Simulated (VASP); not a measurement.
A run of VASP 6.6.1 is set up as follows.

File INCAR:

```
SYSTEM = ZrSc4F2
PREC = Accurate ; ENCUT = 520
EDIFF = 1E-7 ; ISMEAR = 0
SIGMA = 0.2 ; LREAL = .False.
LASPH = .True. ; NELM = 100
ALGO = Normal ; ISIF = 2
LWAVE = .False. ; LCHARG = .False.
GGA = PE ; NBANDS = 44
```

Contents of KPOINTS:

```
Automatic mesh
0
Gamma
  4 4 3
  0 0 0
```

POSCAR

```
ZrSc4F2
1.0
    5.4211560020      0.0000000032      0.0000000000
   -2.7105780037      4.6948588140      0.0000000000
    0.0000000000      0.0000000000      6.3476281989
Zr Sc F
1 4 2
Direct
    0.0000000000      0.0000000000      0.5000000000
    0.3333333333      0.6666666667      0.7280161891
    0.3333333333      0.6666666667      0.2719838109
    0.6666666667      0.3333333333      0.2719838109
    0.6666666667      0.3333333333      0.7280161891
    0.0000000000      0.0000000000      0.8112784789
    0.0000000000      0.0000000000      0.1887215211
```

Potentials or basis: VASP PAW PBE potentials, release 64 (Zr_sv, Sc_sv, F).

The run is started by

```sh
$ cat potpaw_PBE.64/Zr_sv/POTCAR potpaw_PBE.64/Sc_sv/POTCAR potpaw_PBE.64/F/POTCAR > POTCAR
$ mpirun -np 1 vasp_std > vasp.out
```

(1) Estimate the band gap on the k mesh.

(2) Predict the largest force.

(3) What does it give for the pressure?

## Answers

(1) zero (bands 35 and 36 overlap by 0.32 eV).

(2) 0.118 eV/Å.

(3) -0.1 GPa.
